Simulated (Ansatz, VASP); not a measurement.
## SiC2: VASP beside Ansatz

```
Si C
1.0
     2.67882    0.00000    0.00000
    -1.33941    2.31992    0.00000
     0.00000    0.00000   13.13808
Si C
2 4
Cartesian
  1.3394 0.7733 10.9484
  1.3394 0.7733 2.1897
  0.0000 1.5466 8.7587
  0.0000 1.5466 0.0000
  0.0000 1.5466 4.3794
  1.3394 0.7733 6.5690
```

Alike in both runs: task single point; functional PBE; k mesh 6 × 6 × 2; occupations gaussian, width 0.1 eV; no spin polarisation.

|  | VASP | Ansatz |
| --- | --- | --- |
| version | VASP 6.6.1 | Ansatz 0.2.0 |
| potentials or method | VASP PAW PBE potentials, release 64 (Si, C), cutoff 520 eV | scalar-relativistic, plane waves, PAW |
| valence electrons in the cell | 24 | 24 |

VASP gave:

```
gap on the k mesh at the Fermi level (eV)                     : none
pressure (GPa)                                                : -22.1
traceless stress, the component that is largest in VASP (GPa) : -7.29
rms of the force components (eV/Å)                            : 0.088
```

Task: Which values does Ansatz return?

Result: gap on the k mesh at the Fermi level (eV): none; pressure (GPa): -22.1; traceless stress, the component that is largest in VASP (GPa): -7.28; rms of the force components (eV/Å): 0.088.

Atom by atom the forces differ by 0.000 eV/Å (rms over components). A gap of «none» marks a metal or a gap that the smearing closes.

The k mesh is coarse, so the values compare programs but aren't converged.
